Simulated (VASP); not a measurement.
IrS:

```
Ir S
1.0
     3.75178    0.00000    0.00000
    -1.87589    3.24914    0.00000
     0.00000    0.00000    5.22906
Ir S
2 2
Direct
  0.00000 0.00000 0.00000
  0.00000 0.00000 0.50000
  0.33333 0.66667 0.25000
  0.66667 0.33333 0.75000
```

| Item | Value |
| --- | --- |
| Program | VASP 6.6.1 |
| Task | relaxation of cell and atoms |
| Functional | PBEsol |
| Potentials or basis | VASP PAW PBE potentials, release 64 (Ir, S) |
| Cutoff | 600 eV |
| k mesh | 10 × 10 × 6 |
| Occupations | gaussian, width 0.05 eV |
| Spin | no spin polarisation |

At the start: pressure -7.5 GPa; volume 15.94 Å³/atom.

Q: How do energy, volume and symmetry change on relaxing?

A: Over 8 steps the energy falls by 95.6 meV/atom and the volume is 14.87 Å³/atom (-6.7 %); space group P6_3/mmc (No. 194, to 0.05 Å).

Step by step:
```tsv
step	energy change (eV)	largest force (eV/Å)	pressure (GPa)	volume (Å³)
1	0.0000	0.0000	-7.48	63.74
2	-0.3025	0.0000	10.40	56.91
3	-0.3560	0.0000	4.07	58.66
4	-0.3422	0.0000	-5.15	60.83
5	-0.3822	0.0000	-0.33	59.61
6	-0.3822	0.0000	-0.24	59.60
7	-0.3823	0.0000	0.11	59.47
8	-0.3824	0.0000	0.03	59.50
```

Final structure:
```cif
data_structure
_symmetry_space_group_name_H-M 'P 1'
_symmetry_Int_Tables_number 1
_cell_length_a 3.5512
_cell_length_b 3.5512
_cell_length_c 5.4477
_cell_angle_alpha 90.000
_cell_angle_beta 90.000
_cell_angle_gamma 120.000
_cell_volume 59.50
loop_
_atom_site_label
_atom_site_type_symbol
_atom_site_fract_x
_atom_site_fract_y
_atom_site_fract_z
_atom_site_occupancy
Ir1 Ir 0.00000 0.00000 0.00000 1
Ir2 Ir 0.00000 0.00000 0.50000 1
S1 S 0.33333 0.66667 0.25000 1
S2 S 0.66667 0.33333 0.75000 1
```

Caveat: the PAW data sets were made with another functional, which shifts forces and pressure a little.
